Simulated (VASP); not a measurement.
GdO:

```xyz
2
Lattice="0.0000 2.6635 2.6635 2.6635 0.0000 2.6635 2.6635 2.6635 0.0000" Properties=species:S:1:pos:R:3 pbc="T T T"
Gd    0.0000    0.0000    0.0000
O     3.9953    3.9953    3.9953
```

This cell differs from its parent crystal: volume scaled by 0.96.

Base run:

| Item | Value |
| --- | --- |
| Program | VASP 6.6.1 |
| Functional | PBE |
| Potentials or basis | VASP PAW PBE potentials, release 64 (Gd, O) |
| Cutoff | 520 eV |
| k mesh | 9 × 9 × 9 |
| Occupations | fermi-dirac, width 0.05 eV |
| Spin | collinear spin, ferromagnetic start |
| Starting moments | [7.0, 0.0] μB |

Its results: pressure 3.6 GPa; net moment 7.57 μB per cell; site moments Gd +6.88; O -0.02 μB.

Q: After a change of settings the same cell gave: pressure -0.6 GPa; net moment 7.52 μB per cell; site moments Gd +6.87; O -0.03 μB. Which change was it?
A. functional from PBE to LDA
B. functional from PBE to PBEsol
C. functional from PBE to r2SCAN; further incar settings from ALGO = Normal; EDIFF = 1e-06; NBANDS = 23 to ALGO = Normal; EDIFF = 1e-07; NBANDS = 23

A: B.

PBEsol binds more tightly than PBE, so the same cell stands under less pressure.

Caveats: a cell with one magnetic atom can't hold antiferromagnetic order, which such compounds often take; the PAW data sets were made with another functional, which shifts forces and pressure a little (some runs).
